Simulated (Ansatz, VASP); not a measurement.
**ZnS in VASP and in Ansatz**

```
CELL_PARAMETERS angstrom
3.84541 -0.00006 0.00081
-1.92275 3.32967 -0.00061
0.00266 -0.00081 12.60695
ATOMIC_POSITIONS crystal
Zn 0.33298 0.66548 0.00263
Zn 0.33383 0.66776 0.50263
Zn 0.66632 0.33319 0.25263
Zn 0.66678 0.33363 0.75262
S 0.33300 0.66637 0.18988
S 0.33353 0.66689 0.68988
S 0.66714 0.33436 0.43987
S 0.66641 0.33231 0.93987
```

Change from the starting cell: cell x2, atoms moved at random (sigma 0.15 Å) and cell strained at random (1.5 %), then relaxed without symmetry.

Alike in both runs: functional PBE; k mesh 6 × 6 × 1; occupations gaussian, width 0.1 eV; no spin polarisation.

Ansatz relaxed the structure, and its values are those at the end. VASP's run is a single point on that final structure, the one shown.

```csv
,VASP,Ansatz
version,VASP 6.6.1,Ansatz 0.2.0
potentials or method,"VASP PAW PBE potentials, release 64 (Zn, S), cutoff 520 eV","scalar-relativistic, plane waves, PAW"
valence electrons in the cell,72,72
```

```tsv
	VASP	Ansatz	Ansatz less VASP
gap on the k mesh at the Fermi level (eV)	2.08	2.08	-0.004
least direct gap on the mesh (eV)	2.08	2.08	-0.004
pressure (GPa)	0.1	0.0	-0.13
```

The functional is the same, so the differences come from potentials, cutoffs and numerics.

The k mesh is coarse, so the values compare programs but aren't converged.
